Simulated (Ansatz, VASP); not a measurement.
# Two plane-wave programs on ZrS2

```
Zr S
1.0
     3.69138    0.00000    0.00000
    -1.84569    3.19683    0.00000
     0.00000    0.00000    6.04108
Zr S
1 2
Direct
  0.00000 0.00000 0.00000
  0.66667 0.33333 0.76209
  0.33333 0.66667 0.23791
```

Alike in both runs: task single point; functional PBE; k mesh 6 × 6 × 4; occupations gaussian, width 0.1 eV; no spin polarisation.

```csv
,VASP,Ansatz
version,VASP 6.6.1,Ansatz 0.2.0
potentials or method,"VASP PAW PBE potentials, release 64 (Zr_sv, S), cutoff 500 eV","scalar-relativistic, plane waves, PAW"
valence electrons in the cell,24,24
```

```tsv
	VASP	Ansatz	Ansatz less VASP
gap on the k mesh at the Fermi level (eV)	1.07	1.07	-0.003
least direct gap on the mesh (eV)	1.64	1.63	-0.007
pressure (GPa)	0.5	0.5	+0.03
traceless stress, the component that is largest in VASP (GPa)	0.65	0.62	-0.031
rms of the force components (eV/Å)	0.021	0.018	-0.0033
```

Atom by atom the forces differ by 0.003 eV/Å (rms over components).
